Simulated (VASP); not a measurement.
# Ga (P6_3/mmc) in VASP: a series of runs

Runs on Ga. Level: PBE. Tasks: relaxation of shape and atoms at fixed volume, relaxation of cell and atoms.

All numbers are computed with VASP 6.6.1; they aren't measurements. Logs are shortened: lines on timing, memory, paths and dates and some standing lists are left out, and cuts for length are marked.

### 1 The cell of the first run

The structure is hexagonal, space group P6_3/mmc (No. 194). The conventional cell has a = 2.835 Å, b = 2.835 Å, c = 4.832 Å, α = 90.00°, β = 90.00°, γ = 120.00°. Ga (site symmetry -6m2) has 12 Ga at 2.83 to 2.92 Å within 3.7 Å.

This isn't the form of Ga at room conditions, which is orthorhombic.

### 2 Relaxation of shape and atoms at fixed volume, PBE

INCAR

```
PREC     = Accurate       # precision mode
ENCUT    = 600            # plane-wave cutoff, eV
EDIFF    = 1E-6           # SCF threshold, eV
ISMEAR   = -1             # smearing method
SIGMA    = 0.1            # smearing width, eV
LREAL    = False          # projectors in reciprocal space
LASPH    = True           # aspherical terms in the spheres
NELM     = 60             # most SCF steps
ALGO     = Normal         # electronic algorithm
ISIF     = 4              # what is computed and relaxed
LWAVE    = False          # write WAVECAR
LCHARG   = False          # write CHGCAR
GGA      = PE             # functional
IBRION   = 2              # ionic algorithm
NSW      = 50             # ionic steps
EDIFFG   = -0.005         # ionic threshold
```

KPOINTS

```
regular mesh
0
Gamma
  14 14 8
```

POSCAR

```
Ga
1.0
    2.8349779547      0.0000000000      0.0000000000
   -1.4174889774      2.4551629280      0.0000000000
    0.0000000000      0.0000000000      4.8323897213
Ga
2
Direct
    0.3333333333      0.6666666667      0.2500000000
    0.6666666667      0.3333333333      0.7500000000
```

Potentials or basis: VASP PAW PBE potentials, release 64 (Ga_d).

Command:

```
> cat potpaw_PBE.64/Ga_d/POTCAR > POTCAR
> mpirun -np 1 vasp_std > vasp.out
```

OUTCAR:

```text
PREC = Accurate
   ENCUT = 600
   EDIFF = 1E-6
   ISMEAR = -1
   LREAL = False
   LASPH = True
   NELM = 60
   ISIF = 4
   GGA = PE
   IBRION = 2
   NSW = 50
   EDIFFG = -0.005

 ion  position               nearest neighbor table
   1  0.333  0.667  0.250-   2 2.92   2 2.92   2 2.92   2 2.92   2 2.92   2 2.92
   2  0.667  0.333  0.750-   1 2.92   1 2.92   1 2.92   1 2.92   1 2.92   1 2.92

  LATTYP: Found a hexagonal cell.
 ALAT       =     2.8349779547
 C/A-ratio  =     1.7045598938

  Lattice vectors:

 A1 = (   2.8349779547,   0.0000000000,   0.0000000000)
 A2 = (  -1.4174889774,   2.4551629280,   0.0000000000)
 A3 = (   0.0000000000,   0.0000000000,   4.8323897213)

Analysis of symmetry for initial positions (statically):
=====================================================================
 Subroutine PRICEL returns:
 Original cell was already a primitive cell.

 Routine SETGRP: Setting up the symmetry group for a
 hexagonal supercell.

 Subroutine GETGRP returns: Found 24 space group operations
 (whereof 12 operations were pure point group operations)
 out of a pool of 24 trial point group operations.

The static configuration has the point symmetry D_3d.
 The point group associated with its full space group is D_6h.

Analysis of symmetry for dynamics (positions and initial velocities):
=====================================================================
 Subroutine PRICEL returns:
 Original cell was already a primitive cell.

 Routine SETGRP: Setting up the symmetry group for a
 hexagonal supercell.

 Subroutine GETGRP returns: Found 24 space group operations
 (whereof 12 operations were pure point group operations)
 out of a pool of 24 trial point group operations.

The dynamic configuration has the point symmetry D_3d.
 The point group associated with its full space group is D_6h.

 Subroutine INISYM returns: Found 24 space group operations
 (whereof 12 operations are pure point group operations),
 and found     1 'primitive' translations

----------------------------------------------------------------------------------------

                                     Primitive cell

  volume of cell :      33.6350

  direct lattice vectors                    reciprocal lattice vectors
     2.834977955  0.000000000  0.000000000     0.352736429  0.203652472  0.000000000
    -1.417488977  2.455162928  0.000000000     0.000000000  0.407304944  0.000000000
     0.000000000  0.000000000  4.832389721     0.000000000  0.000000000  0.206936952
[... 95 lines left out ...]
   NELECT =      26.0000    total number of electrons
   NUPDOWN=      -1.0000    fix difference up-down
   EMIN   =  10.00;   EMAX   =-10.00  energy-range for DOS
   EFERMI =   0.00;   METHOD = LEGACY
   ISMEAR =    -1;   SIGMA  =   0.10  broadening in eV -4-tet -1-fermi 0-gaus
   EFERMI_NEDOS =   21; number of points for ismear=-14 and -15
   IALGO  =     38    algorithm
   IMIX   =      4    mixing-type and parameters
     AMIX     =   0.40;   BMIX     =  1.00
     AMIX_MAG =   1.60;   BMIX_MAG =  1.00
  volume/ion in A,a.u.               =      16.82       113.49
  Fermi-wavevector in a.u.,A,eV,Ry     =   1.502457  2.839231 30.713466  2.257376
  Thomas-Fermi vector in A             =   2.613695
   LORBIT       =      0    0 simple, 1 ext, 2 COOP (PROOUT), +10 PAW based schemes
   GGA     = PE    functional components
   LHFCALC =     F    Hartree Fock is set to
   AEXX    =    0.0000 exact exchange contribution
   IVDW    =     0    specifies the selected vdW correction
   LEPSILON=     F    determine dielectric tensor
   LRPA    =     F    only Hartree local field effects (RPA)
 conjugate gradient relaxation of ions
 non-spin polarized calculation
  energy-cutoff  :      600.00
  volume of cell :       33.64
 maximum number of plane-waves:      1138
 NGX is ok and might be reduce to    24
   NGX = 11   NGY = 11   NGZ = 19

--------------------------------------- Ionic step        1  -------------------------------------------

 number of electron      26.0000017 magnetization

 Free energy of the ion-electron system (eV)
  ---------------------------------------------------
  ext. energy  EPLUGINS =         0.00000000
  ---------------------------------------------------
  free energy    TOTEN  =        -5.66698529 eV

  energy without entropy =       -5.64002298  energy(sigma->0) =       -5.65350414

------------------------ aborting loop because EDIFF is reached ----------------------------------------

  FORCE on cell =-STRESS in cart. coord.  units (eV):
  Direction    XX          YY          ZZ          XY          YZ          ZX
  --------------------------------------------------------------------------------------
  -------------------------------------------------------------------------------------
  Total        1.7360680      1.7360680      1.7584323     -0.0000000      0.0000000      0.0000000
  in kB       82.6961643     82.6961643     83.7614684     -0.0000000      0.0000000      0.0000000
  external PRESSURE =      83.0512657 kB  Pullay stress =       0.0000000 kB
[... 59 lines left out ...]
--------------------------------------- Ionic step        3  -------------------------------------------

 number of electron      26.0000016 magnetization

 Free energy of the ion-electron system (eV)
  ---------------------------------------------------
  ext. energy  EPLUGINS =         0.00000000
  ---------------------------------------------------
  free energy    TOTEN  =        -5.66700439 eV

  energy without entropy =       -5.64007074  energy(sigma->0) =       -5.65353756

 E-fermi :   6.7913     XC(G=0): -11.6050

 val. band max:        6.7787662075   @ k =   0.2857   0.2143   0.5000
 cond. band min:       6.8010620720   @ k =   0.1429   0.1429   0.2500
 fundamental gap:      0.0222958645
 Fermi energy:         6.7912697967

 k-point     1 :       0.0000    0.0000    0.0000
  band No.  band energies     occupation
      1      -8.4696      2.00000
      2      -8.3735      2.00000
      3      -8.3198      2.00000
      4      -8.3198      2.00000
      5      -8.2941      2.00000
      6      -8.2941      2.00000
[... 457 lines left out ...]
      4      -8.2950      2.00000
      5      -8.2735      2.00000
      6      -8.2294      2.00000
[... 9 lines left out ...]
     16       9.3439      0.00000
     17      10.3507      0.00000

 [... further k-points ...]

------------------------ aborting loop because EDIFF is reached ----------------------------------------

  FORCE on cell =-STRESS in cart. coord.  units (eV):
  Direction    XX          YY          ZZ          XY          YZ          ZX
  --------------------------------------------------------------------------------------
  -------------------------------------------------------------------------------------
  Total        1.7454535      1.7454535      1.7506256     -0.0000000      0.0000000      0.0000000
  in kB       83.1432326     83.1432326     83.3896042     -0.0000000      0.0000000      0.0000000
  external PRESSURE =      83.2253565 kB  Pullay stress =       0.0000000 kB
[... 17 lines left out ...]
  FREE ENERGIE OF THE ION-ELECTRON SYSTEM (eV)
  ---------------------------------------------------
  free  energy   TOTEN  =        -5.6670043913 eV

  energy  without entropy=       -5.6400707357  energy(sigma->0) =       -5.65353756

 reached required accuracy - stopping structural energy minimisation
```

CONTCAR:

```text
Ga
   1.00000000000000
     2.8329402912271542   -0.0000000000096710    0.0000000000000000
    -1.4164701456719164    2.4533982596933637   -0.0000000000000000
     0.0000000000000000    0.0000000000000000    4.8393438567390596
  Ga
     2
Direct
     0.3333333332999970    0.6666666667000030    0.2500000000000000
     0.6666666667000030    0.3333333332999970    0.7500000000000000

  0.00000000E+00  0.00000000E+00  0.00000000E+00
  0.00000000E+00  0.00000000E+00  0.00000000E+00
```

Run time: 38 s. Hardware: 1 thread of Intel Xeon 6975P-C (Granite Rapids), shared host; peak memory 0.21 GiB.

What came out:

```yaml
Free_energy: -5.6670 eV
Energy_gained_by_relaxing: 0.0 meV/atom
Ionic_steps: 3
Pressure_after_relaxing: 8.3 GPa
Band_gap_on_the_k_mesh: zero (bands 13 and 14 overlap by 7.82 eV)
```

Final structure:
```xyz
2
Lattice="2.8329 0.0000 0.0000 -1.4165 2.4534 0.0000 0.0000 0.0000 4.8393" Properties=species:S:1:pos:R:3 pbc="T T T"
Ga    0.0000    1.6356    1.2098
Ga    1.4165    0.8178    3.6295
```

### 3 Relaxation of cell and atoms, PBE

This run uses another cell than the first one, of 19.00 Å³/atom.

INCAR

```
PREC = Accurate ; ENCUT = 600
EDIFF = 1E-7 ; ISMEAR = -1
SIGMA = 0.1 ; LREAL = F
LASPH = T ; NELM = 100
ALGO = Normal ; ISIF = 3
LWAVE = F ; LCHARG = F
GGA = PE ; IBRION = 2
NSW = 60 ; EDIFFG = -0.005
```

KPOINTS is that of step 2.

POSCAR

```
Ga
1.0
    3.0031658500      0.0000000000      0.0000000000
   -1.5015829250      2.6008179178      0.0000000000
    0.0000000000      0.0000000000      4.8651286769
Ga
2
Direct
    0.3333333333      0.6666666667      0.2500000000
    0.6666666667      0.3333333333      0.7500000000
```

Potentials or basis: VASP PAW PBE potentials, release 64 (Ga_d).

Command:

```
> cat potpaw_PBE.64/Ga_d/POTCAR > POTCAR
> mpirun -np 1 vasp_std > vasp.out
```

Run time: 2.5 min. Hardware: 1 thread of Intel Xeon 6975P-C (Granite Rapids), shared host; peak memory 0.22 GiB.

The run converged. Its results:

```
Free energy                           : -5.7739 eV
Relaxed volume                        : 19.12 Å³/atom
Relaxed cell                          : a = 2.959 Å, b = 2.959 Å, c = 5.046 Å, α = 90.00°, β = 90.00°, γ = 120.00°
Space group after relaxing (to 0.1 Å) : P6_3/mmc (No. 194)
Energy gained by relaxing             : 3.0 meV/atom
Ionic steps                           : 11
Pressure after relaxing               : 0.0 GPa
Band gap on the k mesh                : zero (bands 13 and 14 overlap by 7.00 eV)
```

Step by step:
```tsv
step	energy change (eV)	largest force (eV/Å)	pressure (GPa)	volume (Å³)
1	0.0000	0.0000	0.40	38.00
2	-0.0012	0.0000	0.02	38.26
3	-0.0018	0.0000	-0.28	38.50
4	-0.0016	0.0000	-0.88	38.98
5	-0.0019	0.0000	-0.41	38.66
6	-0.0029	0.0000	-0.43	38.65
7	-0.0051	0.0000	-0.37	38.63
8	-0.0044	0.0000	-0.29	38.55
9	-0.0055	0.0000	-0.39	38.60
10	-0.0060	0.0000	-0.06	38.30
11	-0.0060	0.0000	0.02	38.25
```

Final structure:
```cif
data_structure
_symmetry_space_group_name_H-M 'P 1'
_symmetry_Int_Tables_number 1
_cell_length_a 2.9585
_cell_length_b 2.9585
_cell_length_c 5.0460
_cell_angle_alpha 90.000
_cell_angle_beta 90.000
_cell_angle_gamma 120.000
_cell_volume 38.25
loop_
_atom_site_label
_atom_site_type_symbol
_atom_site_fract_x
_atom_site_fract_y
_atom_site_fract_z
_atom_site_occupancy
Ga1 Ga 0.33333 0.66667 0.25000 1
Ga2 Ga 0.66667 0.33333 0.75000 1
```

Levels at points of the mesh, in eV from the Fermi level:
```tsv
k point	band 9	band 10	band 11	band 12	band 13	band 14	band 15	band 16	band 17
(0.00, 0.00, 0.00)	-14.76	-14.76	-11.01	-5.54	-4.13	10.17	10.17	11.08	11.97
(0.50, 0.00, 0.00)	-14.72	-14.71	-5.43	-4.72	-0.02	0.17	1.00	3.02	5.29
(0.00, 0.00, 0.50)	-14.80	-14.80	-9.50	-9.50	2.74	2.74	11.22	11.22	11.22
(0.50, 0.00, 0.50)	-14.72	-14.72	-4.01	-4.01	-3.14	-3.14	6.81	6.83	6.83
```

The gap in the log of VASP goes by the Fermi energy; the results here count the filled bands.